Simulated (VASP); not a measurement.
# HfC (Imm2) in VASP: settings compared

The runs below take HfC through single point, with PBE, PBEsol.

All numbers are computed with VASP 6.6.1; they aren't measurements. Logs are shortened: lines on timing, memory, paths and dates and some standing lists are left out, and cuts for length are marked.

## Step 1: The cell of the first run

It takes space group Imm2 (No. 44, orthorhombic). Conventional cell: a = 2.793 Å, b = 4.994 Å, c = 3.695 Å, α = 90.00°, β = 90.00°, γ = 90.00°. Hf (site symmetry mm2) has 2 C at 1.80 Å within 2.4 Å. Within 2.4 Å of C (site symmetry mm2) lie 2 Hf at 1.80 Å.

## Step 2: Single point, PBE

INCAR

```
SYSTEM = HfC
PREC = Accurate
ENCUT = 520
EDIFF = 1E-7
ISMEAR = 0
SIGMA = 0.012
LREAL = .False.
LASPH = .True.
NELM = 60
ALGO = Normal
ISIF = 2
LWAVE = .False.
LCHARG = .True.
GGA = PE
LELF = .True.
LVHAR = .True.
NBANDS = 14
```

KPOINTS

```
regular mesh
0
Gamma
  12 12 12
  0 0 0
```

POSCAR

```
HfC
1.0
   -1.3966732300      2.4971805100      1.8473367300
    1.3966732300     -2.4971805100      1.8473367300
    1.3966732300      2.4971805100     -1.8473367300
Hf C
1 1
Direct
    0.9847118300      0.9847118300      0.0000000000
    0.6794548300      0.1794548300      0.5000000000
```

Potentials or basis: VASP PAW PBE potentials, release 64 (Hf_pv, C).

Started as:

```console
$ cat potpaw_PBE.64/Hf_pv/POTCAR potpaw_PBE.64/C/POTCAR > POTCAR
$ mpirun -np 1 vasp_std > vasp.out
```

OUTCAR:

```text
SYSTEM = HfC
   PREC = Accurate
   ENCUT = 520
   EDIFF = 1E-7
   ISMEAR = 0
   LREAL = .False.
   LASPH = .True.
   NELM = 60
   ISIF = 2
   GGA = PE

 ion  position               nearest neighbor table
   1  0.985  0.985  0.000-   2 1.80   2 1.80   2 2.60   2 2.60   2 2.92   2 2.92
   2  0.679  0.179  0.500-   1 1.80   1 1.80   1 2.60   1 2.60   1 2.92   1 2.92

  LATTYP: Found a body centered orthorhombic cell.
 ALAT       =     2.7933464600
 B/A-ratio  =     1.3226692474
 C/A-ratio  =     1.7879490036

  Lattice vectors:

 A1 = (   1.3966732300,  -2.4971805100,  -1.8473367300)
 A2 = (  -1.3966732300,  -2.4971805100,   1.8473367300)
 A3 = (  -1.3966732300,   2.4971805100,  -1.8473367300)

Analysis of symmetry for initial positions (statically):
=====================================================================
 Subroutine PRICEL returns:
 Original cell was already a primitive cell.

 Routine SETGRP: Setting up the symmetry group for a
 body centered orthorhombic supercell.

 Subroutine GETGRP returns: Found  4 space group operations
 (whereof  4 operations were pure point group operations)
 out of a pool of  8 trial point group operations.

The static configuration has the point symmetry C_2v.

Analysis of symmetry for dynamics (positions and initial velocities):
=====================================================================
 Subroutine PRICEL returns:
 Original cell was already a primitive cell.

 Routine SETGRP: Setting up the symmetry group for a
 body centered orthorhombic supercell.

 Subroutine GETGRP returns: Found  4 space group operations
 (whereof  4 operations were pure point group operations)
 out of a pool of  8 trial point group operations.

The dynamic configuration has the point symmetry C_2v.

 Subroutine INISYM returns: Found  4 space group operations
 (whereof  4 operations are pure point group operations),
 and found     1 'primitive' translations

----------------------------------------------------------------------------------------

                                     Primitive cell

  volume of cell :      25.7722

  direct lattice vectors                    reciprocal lattice vectors
    -1.396673230  2.497180510  1.847336730     0.000000000  0.200225814  0.270659914
     1.396673230 -2.497180510  1.847336730     0.357993544  0.000000000  0.270659914
     1.396673230  2.497180510 -1.847336730     0.357993544  0.200225814  0.000000000

  length of vectors
     3.405768578  3.405768578  3.405768578     0.336670708  0.448794125  0.410182587

  position of ions in fractional coordinates (direct lattice)
     0.984711830  0.984711830  0.000000000
     0.679454830  0.179454830  0.500000000

  ion indices of the primitive-cell ions
   primitive index   ion index
                 1           1
                 2           2

----------------------------------------------------------------------------------------

 KPOINTS: regular mesh

Automatic generation of k-mesh.
 Grid dimensions read from file:
 generate k-points for:   12   12   12

 Generating k-lattice:

  Cartesian coordinates                     Fractional coordinates (reciprocal lattice)
     0.000000000  0.016685484  0.022554993     0.083333333  0.000000000  0.000000000
     0.029832795  0.000000000  0.022554993     0.000000000  0.083333333  0.000000000
     0.029832795  0.016685484  0.000000000     0.000000000  0.000000000  0.083333333

  Length of vectors
     0.028055892  0.037399510  0.034181882

  Shift w.r.t. Gamma in fractional coordinates (k-lattice)
     0.000000000  0.000000000  0.000000000

 Subroutine IBZKPT returns following result:
 ===========================================

 Found    280 irreducible k-points:

 Following reciprocal coordinates:
            Coordinates               Weight
  0.000000  0.000000  0.000000      1.000000
  0.083333  0.000000  0.000000      4.000000
  0.166667  0.000000 -0.000000      4.000000
  0.250000  0.000000 -0.000000      4.000000
  0.333333  0.000000 -0.000000      4.000000
  0.416667  0.000000 -0.000000      4.000000
[... 16 lines left out ...]
  0.250000  0.166667 -0.000000      8.000000
  0.333333  0.166667 -0.000000      8.000000
 [... further k-points ...]
   k-points           NKPTS =    280   k-points in BZ     NKDIM =    280   number of bands    NBANDS=     14
   number of dos      NEDOS =    301   number of ions     NIONS =      2
   total plane-waves  NPLWV =  21952
   dimension x,y,z NGX =    28 NGY =   28 NGZ =   28
   dimension x,y,z NGXF=    56 NGYF=   56 NGZF=   56
   ions per type =               1   1
   NGX,Y,Z   is equivalent  to a cutoff of  13.67, 13.67, 13.67 a.u.
   NGXF,Y,Z  is equivalent  to a cutoff of  27.34, 27.34, 27.34 a.u.
 SYSTEM =  HfC
   PREC   = accura    normal or accurate (medium, high low for compatibility)
   ISTART =      0    job   : 0-new  1-cont  2-samecut
   ICHARG =      2    charge: 1-file 2-atom 10-const
   ISPIN  =      1    spin polarized calculation?
   LNONCOLLINEAR =      F non collinear calculations
   LSORBIT =      F    spin-orbit coupling
   LASPH  =      T    aspherical Exc in radial PAW
   ENCUT  =  520.0 eV  38.22 Ry    6.18 a.u.   6.33  6.33  6.33*2*pi/ulx,y,z
   NELM   =     60;   NELMIN=  2; NELMDL= -5     # of ELM steps
   EDIFF  = 0.1E-06   stopping-criterion for ELM
   LREAL  =      F    real-space projection
   EDIFFG = 0.1E-05   stopping-criterion for IOM
   NSW    =      0    number of steps for IOM
   IBRION =     -1    ionic relax: 0-MD 1-quasi-New 2-CG
   NFREE  =      0    steps in history (QN), initial steepest desc. (CG)
   ISIF   =      2    stress and relaxation
   ISYM   =      2    0-nonsym 1-usesym 2-fastsym
   POTIM  = 0.5000    time-step for ionic-motion
   TEBEG  =    0.0;   TEEND  =   0.0 temperature during run
   PSTRESS=    0.0 pullay stress
   NELECT =      14.0000    total number of electrons
   NUPDOWN=      -1.0000    fix difference up-down
   EMIN   =  10.00;   EMAX   =-10.00  energy-range for DOS
   EFERMI =   0.00;   METHOD = LEGACY
   ISMEAR =     0;   SIGMA  =   0.01  broadening in eV -4-tet -1-fermi 0-gaus
   EFERMI_NEDOS =   21; number of points for ismear=-14 and -15
   IALGO  =     38    algorithm
   IMIX   =      4    mixing-type and parameters
     AMIX     =   0.40;   BMIX     =  1.00
     AMIX_MAG =   1.60;   BMIX_MAG =  1.00
  volume/ion in A,a.u.               =      12.89        86.96
  Fermi-wavevector in a.u.,A,eV,Ry     =   1.335777  2.524252 24.276872  1.784300
  Thomas-Fermi vector in A             =   2.464455
   LORBIT       =      0    0 simple, 1 ext, 2 COOP (PROOUT), +10 PAW based schemes
   GGA     = PE    functional components
   LHFCALC =     F    Hartree Fock is set to
   AEXX    =    0.0000 exact exchange contribution
   IVDW    =     0    specifies the selected vdW correction
   LEPSILON=     F    determine dielectric tensor
   LRPA    =     F    only Hartree local field effects (RPA)
 non-spin polarized calculation
 Gauss-broadening in eV      SIGMA  =   0.01
  energy-cutoff  :      520.00
  volume of cell :       25.77
 maximum number of plane-waves:       719
 NGX is ok and might be reduce to    28
   NGX = 13   NGY = 13   NGZ = 13

 number of electron      14.0000001 magnetization

 Free energy of the ion-electron system (eV)
  ---------------------------------------------------
  ext. energy  EPLUGINS =         0.00000000
  ---------------------------------------------------
  free energy    TOTEN  =       -16.62068206 eV

  energy without entropy =      -16.62068206  energy(sigma->0) =      -16.62068206

 E-fermi :   5.9764     XC(G=0): -11.8680

 val. band max:        5.8887424044   @ k =   0.0833   0.4167   0.0833
 cond. band min:       6.2528194162   @ k =   0.1667  -0.4167   0.0833
 fundamental gap:      0.3640770118
 Fermi energy:         5.9763884041

 k-point     1 :       0.0000    0.0000    0.0000
  band No.  band energies     occupation
      1     -23.9668      2.00000
      2     -23.7460      2.00000
      3     -23.4196      2.00000
      4      -5.9934      2.00000
      5       1.6315      2.00000
      6       2.6904      2.00000
      7       4.5477      2.00000
      8       7.8375      0.00000
      9       9.7364      0.00000
     10      10.9283      0.00000
     11      12.2009      0.00000
     12      13.1706      0.00000
     13      15.4472      0.00000
     14      16.3708      0.00000

 k-point     2 :       0.0833    0.0000    0.0000
  band No.  band energies     occupation
      1     -23.9858      2.00000
      2     -23.7613      2.00000
      3     -23.4220      2.00000
      4      -5.8668      2.00000
      5       1.5461      2.00000
      6       2.6620      2.00000
      7       4.5077      2.00000
      8       7.7168      0.00000
      9       9.8134      0.00000
     10      10.9601      0.00000
     11      12.1005      0.00000
     12      13.6996      0.00000
     13      15.6899      0.00000
     14      16.5806      0.00000

 k-point     3 :       0.1667    0.0000   -0.0000
  band No.  band energies     occupation
      1     -24.0475      2.00000
      2     -23.7918      2.00000
      3     -23.4288      2.00000
      4      -5.5097      2.00000
      5       1.3050      2.00000
      6       2.5606      2.00000
      7       4.3981      2.00000
      8       7.5917      0.00000
      9      10.0481      0.00000
     10      10.6544      0.00000
     11      12.6115      0.00000
     12      14.5639      0.00000
     13      16.3020      0.00000
     14      17.1606      0.00000
[... 324 lines left out ...]
 k-point    23 :       0.2500    0.1667   -0.0000
  band No.  band energies     occupation
      1     -24.2302      2.00000
      2     -23.8945      2.00000
      3     -23.8205      2.00000
      4      -3.7159      2.00000
      5       0.9228      2.00000
      6       2.4556      2.00000
      7       3.7859      2.00000
      8       7.6314      0.00000
      9       9.8176      0.00000
     10      11.5752      0.00000
     11      13.3124      0.00000
     12      14.9085      0.00000
     13      17.9057      0.00000
     14      19.2850      0.00000

 k-point    24 :       0.3333    0.1667   -0.0000
  band No.  band energies     occupation
      1     -24.2792      2.00000
      2     -23.9142      2.00000
      3     -23.8225      2.00000
      4      -3.4028      2.00000
      5       0.6921      2.00000
      6       2.4405      2.00000
      7       3.6933      2.00000
      8       7.8469      0.00000
      9       9.8941      0.00000
     10      12.0487      0.00000
     11      13.0675      0.00000
     12      14.9112      0.00000
     13      18.0341      0.00000
     14      19.4191      0.00000

 [... further k-points ...]
[... 5 lines left out ...]
  --------------------------------------------------------------------------------------
  -------------------------------------------------------------------------------------
  Total       27.2490533     -3.8449597      9.4181541      0.0000000      0.0000000      0.0000000
  in kB     1693.9913901   -239.0295353    585.4982095      0.0000000      0.0000000      0.0000000
  external PRESSURE =     680.1533548 kB  Pullay stress =       0.0000000 kB

 VOLUME and BASIS-vectors are now :
 -----------------------------------------------------------------------------
  energy-cutoff  :      520.00
  volume of cell :       25.77
      direct lattice vectors                 reciprocal lattice vectors
    -1.396673230  2.497180510  1.847336730     0.000000000  0.200225814  0.270659914
     1.396673230 -2.497180510  1.847336730     0.357993544  0.000000000  0.270659914
     1.396673230  2.497180510 -1.847336730     0.357993544  0.200225814  0.000000000

 POSITION                                       TOTAL-FORCE (eV/Angst)
 -----------------------------------------------------------------------------------
      0.00000      0.00000      3.63819        -0.000000     -0.000000     11.756090
      0.00000      2.49718      0.66303         0.000000      0.000000    -11.756090
 -----------------------------------------------------------------------------------
    total drift:                                0.000000     -0.000000     -0.000164

  FREE ENERGIE OF THE ION-ELECTRON SYSTEM (eV)
  ---------------------------------------------------
  free  energy   TOTEN  =       -16.6206820596 eV

  energy  without entropy=      -16.6206820596  energy(sigma->0) =      -16.62068206
```

It took 93 s on 1 thread of Intel Xeon Platinum 8375C at 2.90GHz (Ice Lake), shared host; peak memory 0.24 GiB.

What came out:

| Property | Result |
| --- | --- |
| Free energy | -16.6207 eV |
| Pressure | 68.0 GPa |
| Largest force | 11.756 eV/Å |
| Band gap on the k mesh | 0.36 eV, indirect (least direct gap 0.86 eV) |

Forces on the atoms (eV/Å):
```
Hf    0.000   0.000  11.756
C     0.000   0.000 -11.756
```

Caveat: spin-orbit coupling is left out, which moves the levels of the heavy elements; forces of over 1 eV/Å act on the atoms, so gaps and moduli don't describe the material at rest. A k mesh can miss the band edges.

## Step 3: Single point, PBEsol

INCAR

```
ALGO = Normal
EDIFF = 1E-6
ENCUT = 520
GGA = PS
ISIF = 2
ISMEAR = -1
LASPH = True
LCHARG = False
LREAL = False
LWAVE = False
NBANDS = 14
NELM = 100
PREC = Accurate
SIGMA = 0.05
```

KPOINTS

```
k-points
0
Gamma
  12 12 12
```

POSCAR is that of step 2.

Potentials or basis: VASP PAW PBE potentials, release 64 (Hf_pv, C).

Started as:

```console
$ cat potpaw_PBE.64/Hf_pv/POTCAR potpaw_PBE.64/C/POTCAR > POTCAR
$ mpirun -np 1 vasp_std > vasp.out
```

Run time: 87 s. Hardware: 1 thread of Intel Xeon Platinum 8375C at 2.90GHz (Ice Lake), shared host; peak memory 0.24 GiB.

It converged, with:

| Item | Value |
| --- | --- |
| Free energy | -17.7947 eV |
| Pressure | 61.6 GPa |
| Largest force | 11.575 eV/Å |
| Band gap on the k mesh | 0.31 eV, indirect (least direct gap 0.84 eV) |

Forces on the atoms (eV/Å):
```
Hf    0.000   0.000  11.575
C     0.000   0.000 -11.575
```

Stress tensor (GPa, compression positive):
```
161.43   0.00   0.00
  0.00 -29.10   0.00
  0.00   0.00  52.50
```

Levels at points of the mesh, in eV from the valence-band top:
```tsv
k point	band 4	band 5	band 6	band 7	band 8	band 9	band 10	band 11
(0.00, 0.00, 0.00)	-11.87	-4.29	-3.22	-1.33	1.91	3.80	5.01	6.29
(0.50, 0.00, 0.00)	-9.58	-5.84	-4.02	-1.93	2.99	4.43	5.52	6.72
(0.00, 0.50, 0.00)	-9.59	-4.13	-1.67	-0.09	2.02	4.06	5.21	5.69
(0.50, 0.50, 0.00)	-8.28	-5.76	-2.60	-2.45	3.23	4.69	4.97	6.47
(0.50, 0.50, 0.50)	-10.04	-5.23	-3.35	-0.84	3.10	5.63	6.72	6.89
```

Caveat: the PAW data sets were made with another functional, which shifts forces and pressure a little; spin-orbit coupling is left out, which moves the levels of the heavy elements.
